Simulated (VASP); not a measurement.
# NbP (wurtzite type) (P6_3mc) in VASP: a series of runs

Runs on NbP (wurtzite type). Level: PBE. Tasks: electric field gradients, single point.

Program: VASP 6.6.1. These are calculated values, not measurements. Logs are shortened: lines on timing, memory, paths and dates and some standing lists are left out, and cuts for length are marked.

## Step 1: The cell of the first run

Symmetry: P6_3mc, No. 186, hexagonal system. Conventional cell: a = 3.442 Å, b = 3.442 Å, c = 7.675 Å, α = 90.00°, β = 90.00°, γ = 120.00°. Nb (site symmetry 3m) has 4 P at 2.42 to 2.44 Å within 3.2 Å. Within 3.2 Å of P (site symmetry 3m) lie 4 Nb at 2.42 to 2.44 Å.

## Step 2: Electric field gradients, PBE

File INCAR:

```
ALGO = Normal
EDIFF = 1E-8
ENCUT = 520
GGA = PE
ISIF = 2
ISMEAR = -1
LASPH = T
LCHARG = F
LEFG = T
LREAL = F
LWAVE = F
NBANDS = 26
NELM = 60
PREC = Accurate
SIGMA = 0.03
```

File KPOINTS:

```
k-points
0
Gamma
  12 12 7
```

File POSCAR:

```
NbP
1.0
    3.4419331712      0.0000000000      0.0000000000
   -1.7209665856      2.9808015644      0.0000000000
    0.0000000000      0.0000000000      7.6750351891
Nb P
2 2
Direct
    0.3333333333      0.6666666667      0.0304951889
    0.6666666667      0.3333333333      0.5304951889
    0.3333333333      0.6666666667      0.3455048111
    0.6666666667      0.3333333333      0.8455048111
```

Potentials or basis: VASP PAW PBE potentials, release 64 (Nb_sv, P).

Started as:

```console
cat potpaw_PBE.64/Nb_sv/POTCAR potpaw_PBE.64/P/POTCAR > POTCAR
mpirun -np 1 vasp_std > vasp.out
```

OUTCAR:

```text
EDIFF = 1E-8
   ENCUT = 520
   GGA = PE
   ISIF = 2
   ISMEAR = -1
   LASPH = T
   LREAL = F
   NELM = 60
   PREC = Accurate

 ion  position               nearest neighbor table
   1  0.333  0.667  0.030-   3 2.42   4 2.44   4 2.44   4 2.44
   2  0.667  0.333  0.530-   4 2.42   3 2.44   3 2.44   3 2.44
   3  0.333  0.667  0.346-   1 2.42   2 2.44   2 2.44   2 2.44
   4  0.667  0.333  0.846-   2 2.42   1 2.44   1 2.44   1 2.44

  LATTYP: Found a hexagonal cell.
 ALAT       =     3.4419331712
 C/A-ratio  =     2.2298617688

  Lattice vectors:

 A1 = (   3.4419331712,   0.0000000000,   0.0000000000)
 A2 = (  -1.7209665856,   2.9808015644,   0.0000000000)
 A3 = (   0.0000000000,   0.0000000000,   7.6750351891)

Analysis of symmetry for initial positions (statically):
=====================================================================
 Subroutine PRICEL returns:
 Original cell was already a primitive cell.

 Routine SETGRP: Setting up the symmetry group for a
 hexagonal supercell.

 Subroutine GETGRP returns: Found 12 space group operations
 (whereof  6 operations were pure point group operations)
 out of a pool of 24 trial point group operations.

The static configuration has the point symmetry C_3v.
 The point group associated with its full space group is C_6v.

Analysis of symmetry for dynamics (positions and initial velocities):
=====================================================================
 Subroutine PRICEL returns:
 Original cell was already a primitive cell.

 Routine SETGRP: Setting up the symmetry group for a
 hexagonal supercell.

 Subroutine GETGRP returns: Found 12 space group operations
 (whereof  6 operations were pure point group operations)
 out of a pool of 24 trial point group operations.

The dynamic configuration has the point symmetry C_3v.
 The point group associated with its full space group is C_6v.

 Subroutine INISYM returns: Found 12 space group operations
 (whereof  6 operations are pure point group operations),
 and found     1 'primitive' translations

----------------------------------------------------------------------------------------
[... 141 lines left out ...]
  free energy    TOTEN  =       -32.03228332 eV

  energy without entropy =      -32.02683738  energy(sigma->0) =      -32.02956035

 E-fermi :   8.0250     XC(G=0): -10.8382

 val. band max:        7.9953906727   @ k =   0.0833   0.0000   0.1429
 cond. band min:       8.0308367126   @ k =   0.2500   0.2500   0.4286
 fundamental gap:      0.0354460399
 Fermi energy:         8.0249674578

 k-point     1 :       0.0000    0.0000    0.0000
  band No.  band energies     occupation
      1     -47.0554      2.00000
      2     -47.0536      2.00000
      3     -23.2397      2.00000
      4     -23.1833      2.00000
      5     -23.0235      2.00000
      6     -23.0235      2.00000
[... 685 lines left out ...]
     25      13.2323      0.00000
     26      13.7404      0.00000

 [... further k-points ...]

------------------------ aborting loop because EDIFF is reached ----------------------------------------

  FORCE on cell =-STRESS in cart. coord.  units (eV):
  Direction    XX          YY          ZZ          XY          YZ          ZX
  --------------------------------------------------------------------------------------
  -------------------------------------------------------------------------------------
  Total       -0.1180324     -0.1180324     -0.1608652      0.0000000      0.0000000      0.0000000
  in kB       -2.4015731     -2.4015731     -3.2730823      0.0000000      0.0000000      0.0000000
  external PRESSURE =      -2.6920762 kB  Pullay stress =       0.0000000 kB

 VOLUME and BASIS-vectors are now :
 -----------------------------------------------------------------------------
  energy-cutoff  :      520.00
  volume of cell :       78.74
      direct lattice vectors                 reciprocal lattice vectors
     3.441933171  0.000000000  0.000000000     0.290534403  0.167740116  0.000000000
    -1.720966586  2.980801564  0.000000000     0.000000000  0.335480232  0.000000000
     0.000000000  0.000000000  7.675035189     0.000000000  0.000000000  0.130292562

 POSITION                                       TOTAL-FORCE (eV/Angst)
 -----------------------------------------------------------------------------------
     -0.00000      1.98720      0.23405        -0.000000      0.000000     -0.011650
      1.72097      0.99360      4.07157         0.000000     -0.000000     -0.011650
     -0.00000      1.98720      2.65176         0.000000     -0.000000      0.011650
      1.72097      0.99360      6.48928         0.000000     -0.000000      0.011650
 -----------------------------------------------------------------------------------
    total drift:                               -0.000000      0.000000     -0.000047

  FREE ENERGIE OF THE ION-ELECTRON SYSTEM (eV)
  ---------------------------------------------------
  free  energy   TOTEN  =       -32.0322833224 eV

  energy  without entropy=      -32.0268373789  energy(sigma->0) =      -32.02956035

 Electric field gradients (V/A^2)
---------------------------------------------------------------------
 ion       V_xx      V_yy      V_zz      V_xy      V_xz      V_yz
---------------------------------------------------------------------
   1      16.418    16.418   -32.835    -0.000     0.000    -0.000
   2      16.418    16.418   -32.835    -0.000    -0.000     0.000
   3      20.912    20.912   -41.825    -0.000     0.000    -0.000
   4      20.912    20.912   -41.825    -0.000    -0.000     0.000
---------------------------------------------------------------------

 Electric field gradients after diagonalization (V/A^2)
 (convention: |V_zz| > |V_xx| > |V_yy|)
----------------------------------------------------------------------
 ion       V_xx      V_yy      V_zz     asymmetry (V_yy - V_xx)/ V_zz
----------------------------------------------------------------------
   1      16.418    16.418   -32.835       0.000
   2      16.418    16.418   -32.835       0.000
   3      20.912    20.912   -41.825       0.000
   4      20.912    20.912   -41.825       0.000
----------------------------------------------------------------------

           NMR quadrupolar parameters

 Cq : quadrupolar parameter    Cq=e*Q*V_zz/h
 eta: asymmetry parameters     (V_yy - V_xx)/ V_zz
 Q  : nuclear electric quadrupole moment in mb (millibarn)
----------------------------------------------------------------------
 ion       Cq(MHz)       eta       Q (mb)
----------------------------------------------------------------------
   1      -0.079       0.000       1.000
   2      -0.079       0.000       1.000
   3      -0.101       0.000       1.000
   4      -0.101       0.000       1.000
----------------------------------------------------------------------
```

OSZICAR:

```text
N       E                     dE             d eps       ncg     rms          rms(c)
DAV:   1     0.344044305689E+03    0.34404E+03   -0.18885E+04  3960   0.134E+03
DAV:   2    -0.373585512536E+01   -0.34778E+03   -0.33713E+03  4730   0.488E+02
DAV:   3    -0.322863417731E+02   -0.28550E+02   -0.27876E+02  7056   0.105E+02
DAV:   4    -0.346495359045E+02   -0.23632E+01   -0.23509E+01  6192   0.246E+01
DAV:   5    -0.347125872282E+02   -0.63051E-01   -0.63003E-01  6464   0.427E+00    0.120E+01
DAV:   6    -0.320502375985E+02    0.26623E+01   -0.10650E+01  5888   0.209E+01    0.483E+00
DAV:   7    -0.320318275338E+02    0.18410E-01   -0.93766E-01  5964   0.585E+00    0.333E+00
DAV:   8    -0.320316117953E+02    0.21574E-03   -0.15417E-01  6056   0.224E+00    0.527E-01
DAV:   9    -0.320318981553E+02   -0.28636E-03   -0.12120E-02  6434   0.746E-01    0.377E-01
DAV:  10    -0.320322134891E+02   -0.31533E-03   -0.13790E-03  5272   0.293E-01    0.118E-01
DAV:  11    -0.320322800758E+02   -0.66587E-04   -0.19814E-04  6030   0.125E-01    0.299E-02
DAV:  12    -0.320322832293E+02   -0.31535E-05   -0.18344E-05  6008   0.387E-02    0.145E-02
DAV:  13    -0.320322832127E+02    0.16569E-07   -0.26545E-06  5578   0.127E-02    0.421E-03
DAV:  14    -0.320322831306E+02    0.82162E-07   -0.36138E-07  6544   0.436E-03    0.261E-03
DAV:  15    -0.320322832846E+02   -0.15400E-06   -0.45276E-08  4150   0.157E-03    0.736E-04
DAV:  16    -0.320322833252E+02   -0.40684E-07   -0.50988E-09  2590   0.911E-04    0.189E-04
DAV:  17    -0.320322833224E+02    0.28217E-08   -0.15692E-09  2474   0.572E-04
   1 F= -.32032283E+02 E0= -.32029560E+02  d E =-.544594E-02
```

Wall time 81 s (1 thread of Intel Xeon 6975P-C (Granite Rapids), shared host); peak memory 0.28 GiB.

Results:

* Free energy: -32.0323 eV
* Pressure: -0.3 GPa
* Largest force: 0.012 eV/Å
* Band gap on the k mesh: zero (bands 18 and 19 overlap by 0.45 eV)
* Largest electric field gradient by atom: Nb -32.8; P -41.8 V/Å²

Forces on the atoms (eV/Å):
```
Nb   0.000  0.000 -0.012
Nb   0.000  0.000 -0.012
P    0.000  0.000  0.012
P    0.000  0.000  0.012
```

Levels at points of the mesh, in eV from the Fermi level:
```tsv
k point	band 14	band 15	band 16	band 17	band 18	band 19	band 20	band 21	band 22	band 23
(0.00, 0.00, 0.00)	-2.22	-1.77	-1.77	-0.78	0.17	0.17	0.83	0.83	1.10	3.26
(0.50, 0.00, 0.00)	-3.09	-2.67	-1.75	-1.34	-0.18	0.57	1.77	1.84	2.31	2.48
```

Electric field gradients, principal values (V/Å²):
```csv
atom,least,middle,greatest (by size)
1 Nb,16.418,16.418,-32.835
2 Nb,16.418,16.418,-32.835
3 P,20.912,20.912,-41.825
4 P,20.912,20.912,-41.825
```

Caveat: without QUAD_EFG the Cq values of the log hold for a quadrupole moment of 1 mb, not for the nuclei.

## Step 3: Single point, PBE

POSCAR is that of step 2.

File INCAR.step1:

```
PREC = Accurate
ENCUT = 520
EDIFF = 1E-6
ISMEAR = -1
SIGMA = 0.03
LREAL = False
LASPH = True
NELM = 80
ALGO = Normal
ISIF = 2
LWAVE = False
LCHARG = True
LMAXMIX = 4
GGA = PE
NBANDS = 26
```

File KPOINTS.step1:

```
regular mesh
0
Gamma
  12 12 7
```

File INCAR.step2:

```
PREC = Accurate
ENCUT = 520
EDIFF = 1E-6
ISMEAR = -5
SIGMA = 0.03
LREAL = False
LASPH = True
NELM = 80
ALGO = Normal
ISIF = 2
LWAVE = False
LCHARG = False
LMAXMIX = 4
GGA = PE
LORBIT = 11
NBANDS = 26
NEDOS = 2001
ICHARG = 11
```

File KPOINTS.step2:

```
regular mesh
0
Gamma
  18 18 11
```

Potentials or basis: VASP PAW PBE potentials, release 64 (Nb_sv, P).

Started as:

```console
cat potpaw_PBE.64/Nb_sv/POTCAR potpaw_PBE.64/P/POTCAR > POTCAR
cp INCAR.step1 INCAR
cp KPOINTS.step1 KPOINTS
mpirun -np 1 vasp_std > vasp.out
cp INCAR.step2 INCAR
cp KPOINTS.step2 KPOINTS
mpirun -np 1 vasp_std > vasp.out
```

OUTCAR:

```text
PREC = Accurate
   ENCUT = 520
   EDIFF = 1E-6
   ISMEAR = -5
   LREAL = False
   LASPH = True
   NELM = 80
   ISIF = 2
   GGA = PE
   LORBIT = 11
   ICHARG = 11

 ion  position               nearest neighbor table
   1  0.333  0.667  0.030-   3 2.42   4 2.44   4 2.44   4 2.44
   2  0.667  0.333  0.530-   4 2.42   3 2.44   3 2.44   3 2.44
   3  0.333  0.667  0.346-   1 2.42   2 2.44   2 2.44   2 2.44
   4  0.667  0.333  0.846-   2 2.42   1 2.44   1 2.44   1 2.44

  LATTYP: Found a hexagonal cell.
 ALAT       =     3.4419331712
 C/A-ratio  =     2.2298617688

  Lattice vectors:

 A1 = (   3.4419331712,   0.0000000000,   0.0000000000)
 A2 = (  -1.7209665856,   2.9808015644,   0.0000000000)
 A3 = (   0.0000000000,   0.0000000000,   7.6750351891)

Analysis of symmetry for initial positions (statically):
=====================================================================
 Subroutine PRICEL returns:
 Original cell was already a primitive cell.

 Routine SETGRP: Setting up the symmetry group for a
 hexagonal supercell.

 Subroutine GETGRP returns: Found 12 space group operations
 (whereof  6 operations were pure point group operations)
 out of a pool of 24 trial point group operations.

The static configuration has the point symmetry C_3v.
 The point group associated with its full space group is C_6v.

Analysis of symmetry for dynamics (positions and initial velocities):
=====================================================================
 Subroutine PRICEL returns:
 Original cell was already a primitive cell.

 Routine SETGRP: Setting up the symmetry group for a
 hexagonal supercell.

 Subroutine GETGRP returns: Found 12 space group operations
 (whereof  6 operations were pure point group operations)
 out of a pool of 24 trial point group operations.

The dynamic configuration has the point symmetry C_3v.
 The point group associated with its full space group is C_6v.

 Subroutine INISYM returns: Found 12 space group operations
 (whereof  6 operations are pure point group operations),
 and found     1 'primitive' translations

----------------------------------------------------------------------------------------

                                     Primitive cell

  volume of cell :      78.7437

  direct lattice vectors                    reciprocal lattice vectors
     3.441933171  0.000000000  0.000000000     0.290534403  0.167740116  0.000000000
    -1.720966586  2.980801564  0.000000000     0.000000000  0.335480232  0.000000000
     0.000000000  0.000000000  7.675035189     0.000000000  0.000000000  0.130292562

  length of vectors
     3.441933171  3.441933171  7.675035189     0.335480232  0.335480232  0.130292562

  position of ions in fractional coordinates (direct lattice)
     0.333333333  0.666666667  0.030495189
     0.666666667  0.333333333  0.530495189
     0.333333333  0.666666667  0.345504811
     0.666666667  0.333333333  0.845504811

  ion indices of the primitive-cell ions
   primitive index   ion index
                 1           1
                 2           2
                 3           3
[... 36 lines left out ...]
  0.222222  0.000000  0.000000      6.000000
  0.277778  0.000000  0.000000      6.000000
[... 16 lines left out ...]
  0.333333  0.111111  0.000000     12.000000
  0.388889  0.111111  0.000000     12.000000
 [... further k-points ...]
   k-points           NKPTS =    222   k-points in BZ     NKDIM =    222   number of bands    NBANDS=     26
   number of dos      NEDOS =   2001   number of ions     NIONS =      4
   total plane-waves  NPLWV =  47040
   dimension x,y,z NGX =    28 NGY =   28 NGZ =   60
   dimension x,y,z NGXF=    56 NGYF=   56 NGZF=  120
   ions per type =               2   2
   NGX,Y,Z   is equivalent  to a cutoff of  13.52, 13.52, 13.00 a.u.
   NGXF,Y,Z  is equivalent  to a cutoff of  27.05, 27.05, 25.99 a.u.
 SYSTEM =  unknown system
   PREC   = accura    normal or accurate (medium, high low for compatibility)
   ISTART =      0    job   : 0-new  1-cont  2-samecut
   ICHARG =     11    charge: 1-file 2-atom 10-const
   ISPIN  =      1    spin polarized calculation?
   LNONCOLLINEAR =      F non collinear calculations
   LSORBIT =      F    spin-orbit coupling
   LASPH  =      T    aspherical Exc in radial PAW
   ENCUT  =  520.0 eV  38.22 Ry    6.18 a.u.   6.40  6.40 14.27*2*pi/ulx,y,z
   NELM   =     80;   NELMIN=  2; NELMDL=  0     # of ELM steps
   EDIFF  = 0.1E-05   stopping-criterion for ELM
   LREAL  =      F    real-space projection
   EDIFFG = 0.1E-04   stopping-criterion for IOM
   NSW    =      0    number of steps for IOM
   IBRION =     -1    ionic relax: 0-MD 1-quasi-New 2-CG
   NFREE  =      0    steps in history (QN), initial steepest desc. (CG)
   ISIF   =      2    stress and relaxation
   ISYM   =      2    0-nonsym 1-usesym 2-fastsym
   POTIM  = 0.5000    time-step for ionic-motion
   TEBEG  =    0.0;   TEEND  =   0.0 temperature during run
   PSTRESS=    0.0 pullay stress
   NELECT =      36.0000    total number of electrons
   NUPDOWN=      -1.0000    fix difference up-down
   EMIN   =  10.00;   EMAX   =-10.00  energy-range for DOS
   EFERMI =   0.00;   METHOD = LEGACY
   ISMEAR =    -5;   SIGMA  =   0.03  broadening in eV -4-tet -1-fermi 0-gaus
   EFERMI_NEDOS =   21; number of points for ismear=-14 and -15
   IALGO  =     38    algorithm
   IMIX   =      4    mixing-type and parameters
     AMIX     =   0.40;   BMIX     =  1.00
     AMIX_MAG =   1.60;   BMIX_MAG =  1.00
  volume/ion in A,a.u.               =      19.69       132.85
  Fermi-wavevector in a.u.,A,eV,Ry     =   1.261161  2.383248 21.640419  1.590526
  Thomas-Fermi vector in A             =   2.394634
   LORBIT       =     11    0 simple, 1 ext, 2 COOP (PROOUT), +10 PAW based schemes
   GGA     = PE    functional components
   LHFCALC =     F    Hartree Fock is set to
   AEXX    =    0.0000 exact exchange contribution
   IVDW    =     0    specifies the selected vdW correction
   LEPSILON=     F    determine dielectric tensor
   LRPA    =     F    only Hartree local field effects (RPA)
 non-spin polarized calculation
 Fermi weights with tetrahedron method with Bloechl corrections
  energy-cutoff  :      520.00
  volume of cell :       78.74
 maximum number of plane-waves:      2149
 NGX is ok and might be reduce to    28

 number of electron      36.0000000 magnetization

 Free energy of the ion-electron system (eV)
  ---------------------------------------------------
  ext. energy  EPLUGINS =         0.00000000
  ---------------------------------------------------
  free energy    TOTEN  =       -32.03026563 eV

  energy without entropy =      -32.03026563  energy(sigma->0) =      -32.03026563

 E-fermi :   8.0502     XC(G=0): -10.8382

 val. band max:        8.0714183153   @ k =   0.0556   0.0000   0.4545
 cond. band min:       8.0383526180   @ k =   0.2778   0.2778   0.2727
 fundamental gap:     -0.0330656973
 Fermi energy:         8.0501720705

 k-point     1 :       0.0000    0.0000    0.0000
  band No.  band energies     occupation
      1     -47.0554      2.00000
      2     -47.0537      2.00000
      3     -23.2397      2.00000
      4     -23.1833      2.00000
      5     -23.0236      2.00000
      6     -23.0236      2.00000
[... 685 lines left out ...]
     25      12.0333      0.00000
     26      13.1063      0.00000

 [... further k-points ...]

------------------------ aborting loop because EDIFF is reached ----------------------------------------

  FORCE on cell =-STRESS in cart. coord.  units (eV):
  Direction    XX          YY          ZZ          XY          YZ          ZX
  --------------------------------------------------------------------------------------
  -------------------------------------------------------------------------------------
  Total       -0.0945262     -0.0945262     -0.1869417      0.0000000      0.0000000      0.0000000
  in kB       -1.9232993     -1.9232993     -3.8036528      0.0000000      0.0000000      0.0000000
  external PRESSURE =      -2.5500838 kB  Pullay stress =       0.0000000 kB

 VOLUME and BASIS-vectors are now :
 -----------------------------------------------------------------------------
  energy-cutoff  :      520.00
  volume of cell :       78.74
      direct lattice vectors                 reciprocal lattice vectors
     3.441933171  0.000000000  0.000000000     0.290534403  0.167740116  0.000000000
    -1.720966586  2.980801564  0.000000000     0.000000000  0.335480232  0.000000000
     0.000000000  0.000000000  7.675035189     0.000000000  0.000000000  0.130292562

 POSITION                                       TOTAL-FORCE (eV/Angst)
 -----------------------------------------------------------------------------------
     -0.00000      1.98720      0.23405        -0.000000     -0.000000     -0.005458
      1.72097      0.99360      4.07157         0.000000     -0.000000     -0.005458
     -0.00000      1.98720      2.65176        -0.000000     -0.000000      0.005458
      1.72097      0.99360      6.48928        -0.000000      0.000000      0.005458
 -----------------------------------------------------------------------------------
    total drift:                               -0.000000      0.000000      0.001102

  FREE ENERGIE OF THE ION-ELECTRON SYSTEM (eV)
  ---------------------------------------------------
  free  energy   TOTEN  =       -32.0302656295 eV

  energy  without entropy=      -32.0302656295  energy(sigma->0) =      -32.03026563

 total charge

# of ion       s       p       d       tot
------------------------------------------
    1        2.174   5.998   2.498  10.671
    2        2.174   5.998   2.498  10.671
    3        1.047   1.520   0.000   2.567
    4        1.047   1.520   0.000   2.567
--------------------------------------------------
tot          6.443  15.036   4.997  26.476
```

It took 3.1 min on 1 thread of Intel Xeon 6975P-C (Granite Rapids), shared host; peak memory 0.47 GiB.

Results:

| Item | Value |
| --- | --- |
| Valence electrons inside the program's atomic spheres | Nb 10.67; P 2.57 |

The gap in the log of VASP goes by the Fermi energy; the results here count the filled bands.